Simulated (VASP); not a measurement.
# Ta2CN (P4/mmm) in VASP: notebook, part 2 of 2

VASP 6.6.1. Earlier steps stand in the parts before.

### Step 4. Single point, LDA

This run uses another cell than the first one, of 10.51 Å³/atom, 0.953 times its volume.

INCAR

```
SYSTEM = Ta2CN
PREC = Accurate
ENCUT = 600
EDIFF = 1E-6
ISMEAR = 1
SIGMA = 0.05
LREAL = .False.
LASPH = .True.
NELM = 120
ALGO = Normal
ISIF = 2
LWAVE = .False.
LCHARG = .False.
NBANDS = 26
GGA_COMPAT = .False.
```

KPOINTS

```
Automatic mesh
0
Gamma
  8 8 6
  0 0 0
```

POSCAR

```
Ta2CN
1.0
    3.0929179154      0.0000000000      0.0000000000
    0.0000000000      3.0929179154      0.0000000000
    0.0000000000      0.0000000000      4.3959756469
Ta C N
2 1 1
Direct
    0.0000000000      0.0000000000      0.0000000000
    0.5000000000      0.5000000000      0.5000000000
    0.0000000000      0.0000000000      0.5000000000
    0.5000000000      0.5000000000      0.0000000000
```

Potentials or basis: VASP PAW LDA potentials, release 64 (Ta_sv_GW, C, N).

Command:

```console
cat potpaw_LDA.64/Ta_sv_GW/POTCAR potpaw_LDA.64/C/POTCAR potpaw_LDA.64/N/POTCAR > POTCAR
mpirun -np 1 vasp_std > vasp.out
```

OUTCAR:

```text
SYSTEM = Ta2CN
   PREC = Accurate
   ENCUT = 600
   EDIFF = 1E-6
   ISMEAR = 1
   LREAL = .False.
   LASPH = .True.
   NELM = 120
   ISIF = 2

 ion  position               nearest neighbor table
   1  0.000  0.000  0.000-   4 2.19   4 2.19   4 2.19   4 2.19   3 2.20   3 2.20   2 3.10   2 3.10
                             2 3.10   2 3.10   2 3.10   2 3.10   2 3.10   2 3.10
   2  0.500  0.500  0.500-   3 2.19   3 2.19   3 2.19   3 2.19   4 2.20   4 2.20   1 3.10   1 3.10
                             1 3.10   1 3.10   1 3.10   1 3.10   1 3.10   1 3.10
   3  0.000  0.000  0.500-   2 2.19   2 2.19   2 2.19   2 2.19   1 2.20   1 2.20
   4  0.500  0.500  0.000-   1 2.19   1 2.19   1 2.19   1 2.19   2 2.20   2 2.20

  LATTYP: Found a simple tetragonal cell.
 ALAT       =     3.0929179154
 C/A-ratio  =     1.4213036903

  Lattice vectors:

 A1 = (   3.0929179154,   0.0000000000,   0.0000000000)
 A2 = (   0.0000000000,   3.0929179154,   0.0000000000)
 A3 = (   0.0000000000,   0.0000000000,   4.3959756469)

Analysis of symmetry for initial positions (statically):
=====================================================================
 Subroutine PRICEL returns:
 Original cell was already a primitive cell.

 Routine SETGRP: Setting up the symmetry group for a
 simple tetragonal supercell.

 Subroutine GETGRP returns: Found 16 space group operations
 (whereof 16 operations were pure point group operations)
 out of a pool of 16 trial point group operations.

The static configuration has the point symmetry D_4h.

Analysis of symmetry for dynamics (positions and initial velocities):
=====================================================================
 Subroutine PRICEL returns:
 Original cell was already a primitive cell.

 Routine SETGRP: Setting up the symmetry group for a
 simple tetragonal supercell.

 Subroutine GETGRP returns: Found 16 space group operations
 (whereof 16 operations were pure point group operations)
 out of a pool of 16 trial point group operations.

[... 123 lines left out ...]
     AMIX     =   0.40;   BMIX     =  1.00
     AMIX_MAG =   1.60;   BMIX_MAG =  1.00
  volume/ion in A,a.u.               =      10.51        70.95
  Fermi-wavevector in a.u.,A,eV,Ry     =   1.539927  2.910040 32.264521  2.371375
  Thomas-Fermi vector in A             =   2.646086
   LORBIT       =      0    0 simple, 1 ext, 2 COOP (PROOUT), +10 PAW based schemes
   GGA     = CA    functional components
   LHFCALC =     F    Hartree Fock is set to
   AEXX    =    0.0000 exact exchange contribution
   IVDW    =     0    specifies the selected vdW correction
   LEPSILON=     F    determine dielectric tensor
   LRPA    =     F    only Hartree local field effects (RPA)
 non-spin polarized calculation
 Methfessel and Paxton  Order N= 1 SIGMA  =   0.05
  energy-cutoff  :      600.00
  volume of cell :       42.05
 maximum number of plane-waves:      1426
 NGX is ok and might be reduce to    28
   NGX = 13   NGY = 13   NGZ = 17

 number of electron      35.0000002 magnetization

 Free energy of the ion-electron system (eV)
  ---------------------------------------------------
  ext. energy  EPLUGINS =         0.00000000
  ---------------------------------------------------
  free energy    TOTEN  =       -53.56809473 eV

  energy without entropy =      -53.56792150  energy(sigma->0) =      -53.56803699

 E-fermi :  13.3878     XC(G=0): -14.0845

 val. band max:       13.3741465568   @ k =   0.5000   0.1250   0.1667
 cond. band min:      13.3925764729   @ k =   0.5000   0.5000   0.5000
 fundamental gap:      0.0184299160
 Fermi energy:        13.3878240659

 k-point     1 :       0.0000    0.0000    0.0000
  band No.  band energies     occupation
      1     -55.4712      2.00000
      2     -55.2508      2.00000
      3     -22.5937      2.00000
      4     -22.1824      2.00000
      5     -22.1824      2.00000
      6     -21.8196      2.00000
[... 685 lines left out ...]
     25      19.9680      0.00000
     26      21.1976      0.00000

 [... further k-points ...]

------------------------ aborting loop because EDIFF is reached ----------------------------------------

  FORCE on cell =-STRESS in cart. coord.  units (eV):
  Direction    XX          YY          ZZ          XY          YZ          ZX
  --------------------------------------------------------------------------------------
  -------------------------------------------------------------------------------------
  Total        0.5074554      0.5074554     -0.3470730      0.0000000      0.0000000      0.0000000
  in kB       19.3337634     19.3337634    -13.2232832      0.0000000      0.0000000      0.0000000
  external PRESSURE =       8.4814146 kB  Pullay stress =       0.0000000 kB

 VOLUME and BASIS-vectors are now :
 -----------------------------------------------------------------------------
  energy-cutoff  :      600.00
  volume of cell :       42.05
      direct lattice vectors                 reciprocal lattice vectors
     3.092917915  0.000000000  0.000000000     0.323319282  0.000000000  0.000000000
     0.000000000  3.092917915  0.000000000     0.000000000  0.323319282  0.000000000
     0.000000000  0.000000000  4.395975647     0.000000000  0.000000000  0.227480787

 POSITION                                       TOTAL-FORCE (eV/Angst)
 -----------------------------------------------------------------------------------
      0.00000      0.00000      0.00000         0.000000      0.000000      0.000000
      1.54646      1.54646      2.19799         0.000000      0.000000      0.000000
      0.00000      0.00000      2.19799         0.000000      0.000000      0.000000
      1.54646      1.54646      0.00000         0.000000      0.000000      0.000000
 -----------------------------------------------------------------------------------
    total drift:                                0.000000      0.000000      0.000000

  FREE ENERGIE OF THE ION-ELECTRON SYSTEM (eV)
  ---------------------------------------------------
  free  energy   TOTEN  =       -53.5680947292 eV

  energy  without entropy=      -53.5679215045  energy(sigma->0) =      -53.56803699
```

OSZICAR:

```text
N       E                     dE             d eps       ncg     rms          rms(c)
DAV:   1     0.254179651849E+03    0.25418E+03   -0.22654E+04  3120   0.152E+03
DAV:   2    -0.471025597802E+02   -0.30128E+03   -0.29109E+03  4020   0.366E+02
DAV:   3    -0.625084143099E+02   -0.15406E+02   -0.15252E+02  4290   0.791E+01
DAV:   4    -0.628128947848E+02   -0.30448E+00   -0.30425E+00  4036   0.972E+00
DAV:   5    -0.628153249426E+02   -0.24302E-02   -0.24298E-02  4120   0.925E-01    0.757E+01
DAV:   6    -0.537824069328E+02    0.90329E+01   -0.31523E+01  3518   0.296E+01    0.865E+01
DAV:   7    -0.538027096629E+02   -0.20303E-01   -0.17296E+00  3752   0.663E+00    0.571E+01
DAV:   8    -0.536222460865E+02    0.18046E+00   -0.77768E-01  3450   0.462E+00    0.199E+01
DAV:   9    -0.535676876399E+02    0.54558E-01   -0.12156E-01  3718   0.211E+00    0.620E+00
DAV:  10    -0.535686020721E+02   -0.91443E-03   -0.82508E-03  3758   0.576E-01    0.158E+00
DAV:  11    -0.535684178359E+02    0.18424E-03   -0.28606E-04  3680   0.101E-01    0.110E+00
DAV:  12    -0.535680990250E+02    0.31881E-03   -0.11736E-03  3510   0.164E-01    0.927E-01
DAV:  13    -0.535680956363E+02    0.33887E-05   -0.15630E-04  3778   0.770E-02    0.640E-02
DAV:  14    -0.535680947292E+02    0.90715E-06   -0.44566E-06  3060   0.141E-02
   1 F= -.53568095E+02 E0= -.53568037E+02  d E =-.173225E-03
```

Wall time 31 s (1 thread of Intel Xeon 6975P-C (Granite Rapids), shared host); peak memory 0.21 GiB.

Results:

```
Free energy : -53.5681 eV
Pressure    : 0.8 GPa
```

Stress tensor (GPa, compression positive):
```
 1.93  0.00  0.00
 0.00  1.93  0.00
 0.00  0.00 -1.32
```

Levels at points of the mesh, in eV from the Fermi level:
| k point | band 16 | band 17 | band 18 | band 19 | band 20 | band 21 |
| --- | --- | --- | --- | --- | --- | --- |
| (0.00, 0.00, 0.00) | -1.95 | -1.87 | -1.87 | -1.25 | -1.25 | 0.22 |
| (0.50, 0.00, 0.00) | -5.34 | 0.65 | 0.74 | 0.85 | 2.02 | 2.55 |
| (0.50, 0.50, 0.00) | -2.90 | -2.90 | -1.99 | 2.35 | 2.36 | 3.77 |
| (0.00, 0.00, 0.50) | -3.81 | -2.76 | -2.76 | 1.10 | 1.32 | 1.91 |
| (0.50, 0.00, 0.50) | -6.04 | 2.11 | 2.22 | 2.22 | 2.37 | 2.85 |
| (0.50, 0.50, 0.50) | -5.38 | 0.00 | 0.00 | 1.26 | 1.26 | 3.78 |

Caveat: spin-orbit coupling is left out, which moves the levels of the heavy elements.

### Step 5. Relaxation of cell and atoms, LDA

INCAR

```
SYSTEM = Ta2CN
ALGO = Normal
EDIFF = 1E-7
EDIFFG = -0.02
ENCUT = 600
GGA = CA
GGA_COMPAT = .False.
IBRION = 2
ISIF = 3
ISMEAR = 1
LASPH = .True.
LCHARG = .False.
LREAL = .False.
LWAVE = .False.
NELM = 120
NELMIN = 4
NSW = 60
PREC = Accurate
SIGMA = 0.05
```

KPOINTS

```
k-points
0
Gamma
  6 6 5
  0 0 0
```

POSCAR

```
Ta2CN
1.0
    3.1467670000      0.0000000000      0.0000000000
    0.0000000000      3.1467670000      0.0000000000
    0.0000000000      0.0000000000      4.4577000000
Ta C N
2 1 1
Direct
    0.0000000000      0.0000000000      0.0000000000
    0.5000000000      0.5000000000      0.5000000000
    0.0000000000      0.0000000000      0.5000000000
    0.5000000000      0.5000000000      0.0000000000
```

Command:

```console
cat potpaw_LDA.64/Ta_sv_GW/POTCAR potpaw_LDA.64/C/POTCAR potpaw_LDA.64/N/POTCAR > POTCAR
mpirun -np 1 vasp_std > vasp.out
```

Wall time 2.2 min (1 thread of Intel Xeon 6975P-C (Granite Rapids), shared host); peak memory 0.19 GiB.

It converged, with:

```yaml
Free_energy: -53.5225 eV
Relaxed_volume: 10.55 Å³/atom
Relaxed_cell: a = 3.096 Å, b = 3.096 Å, c = 4.400 Å, α = 90.00°, β = 90.00°, γ = 90.00°
Space_group_after_relaxing_to_0.05_Å: P4/mmm (No. 123)
Energy_gained_by_relaxing: 24.3 meV/atom
Ionic_steps: 7
Pressure_after_relaxing: 0.0 GPa
```

Step by step:
| step | energy change (eV) | largest force (eV/Å) | pressure (GPa) | volume (Å³) |
| --- | --- | --- | --- | --- |
| 1 | 0.0000 | 0.0000 | -15.13 | 44.14 |
| 2 | 0.5372 | 0.0000 | 50.92 | 37.81 |
| 3 | -0.0969 | 0.0000 | -0.68 | 42.26 |
| 4 | -0.0971 | 0.0000 | -0.06 | 42.19 |
| 5 | -0.0970 | 0.0000 | 0.27 | 42.15 |
| 6 | -0.0969 | 0.0000 | -0.53 | 42.24 |
| 7 | -0.0971 | 0.0000 | -0.03 | 42.19 |

Final structure:
```xyz
4
Lattice="3.0963 0.0000 0.0000 0.0000 3.0963 0.0000 0.0000 0.0000 4.4005" Properties=species:S:1:pos:R:3 pbc="T T T"
Ta    0.0000    0.0000    4.4005
Ta    1.5481    1.5481    2.2002
C     0.0000    0.0000    2.2002
N     1.5481    1.5481    4.4005
```

Levels at points of the mesh, in eV from the Fermi level:
```
           k point  band 15  band 16  band 17  band 18  band 19  band 20  band 21
(0.00, 0.00, 0.00)    -1.87    -1.79    -1.75    -1.75    -1.05    -1.05     0.34
(0.50, 0.00, 0.00)    -5.32    -5.17     0.73     0.89     0.94     2.09     2.70
(0.50, 0.50, 0.00)    -4.37    -2.72    -2.72    -1.82     2.46     2.46     3.82
```

Caveat: spin-orbit coupling is left out, which moves the levels of the heavy elements.

### Step 6. Summary

```tsv
task	potentials or basis	cell	k mesh	second run	gap on the mesh (eV)	pressure (GPa)	relaxed volume (Å³/atom)
relaxation of cell and atoms	VASP PAW LDA potentials, release 64 (Ta_pv, C, N)	relaxed from a = 3.147, b = 3.147, c = 4.458 Å, 4 atoms	6 × 6 × 5	-	none	0.0	10.57
single point	VASP PAW LDA potentials, release 64 (Ta_sv_GW, C, N)	a = 3.093, b = 3.093, c = 4.396 Å, 4 atoms	6 × 6 × 5	valence_matched	none	1.2	-
single point	VASP PAW LDA potentials, release 64 (Ta_sv_GW, C, N)	a = 3.093, b = 3.093, c = 4.396 Å, 4 atoms	8 × 8 × 6	valence_matched	none	0.8	-
relaxation of cell and atoms	VASP PAW LDA potentials, release 64 (Ta_sv_GW, C, N)	relaxed from a = 3.147, b = 3.147, c = 4.458 Å, 4 atoms	6 × 6 × 5	valence_matched	none	0.0	10.55
```

Alike in all rows: level LDA; no spin polarisation; cutoff (eV) 600; smearing methfessel-paxton 0.05 eV.

Caveats: spin-orbit coupling is left out, which moves the levels of the heavy elements.

Total energies depend on the potentials used, so only differences within one code and one set of settings carry meaning.
